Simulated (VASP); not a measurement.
Input of a VASP 6.6.1 run:

Contents of INCAR:

```
SYSTEM = Li
PREC     = Accurate       ! precision mode
ENCUT    = 520            ! plane-wave cutoff, eV
EDIFF    = 1E-6           ! SCF threshold, eV
ISMEAR   = 0              ! smearing method
SIGMA    = 0.15           ! smearing width, eV
LREAL    = .FALSE.        ! projectors in reciprocal space
LASPH    = .TRUE.         ! aspherical terms in the spheres
NELM     = 100            ! most SCF steps
ALGO     = Normal         ! electronic algorithm
ISIF     = 2              ! what is computed and relaxed
LWAVE    = .FALSE.        ! write WAVECAR
LCHARG   = .FALSE.        ! write CHGCAR
GGA      = PE             ! functional
IVDW     = 12             ! dispersion correction
NBANDS   = 10             ! bands
```

The input KPOINTS:

```
regular mesh
0
G
  16 16 12
  0 0 0
```

Contents of POSCAR:

```
Li
1.0
    0.0000000000     -2.0363929747     -2.0363929747
    0.0000000000      2.0363929747     -2.0363929747
    4.0727859494      0.0000000000      0.0000000000
Li
2
Direct
    0.5610454375      0.4389545625      0.5000000000
   -0.0610454375      0.0610454375      0.0000000000
```

Potentials or basis: VASP PAW PBE potentials, release 64 (Li_sv).

Run with:

```bash
$ cat potpaw_PBE.64/Li_sv/POTCAR > POTCAR
$ mpirun -np 1 vasp_std > vasp.out
```

**Question.** Estimate the dispersion energy per atom.

**Answer.** -0.204 eV.

**Question.** Estimate the band gap on the k mesh.

**Answer.** Zero (band 3 reaches 4.67 eV, above the bottom of band 4 at -0.99 eV).

**Question.** What does it give for the largest force?

**Answer.** 0.426 eV/Å.

Forces in eV/Å, atoms in the order of the input:
```
Li   0.000  0.426  0.000
Li   0.000 -0.426  0.000
```
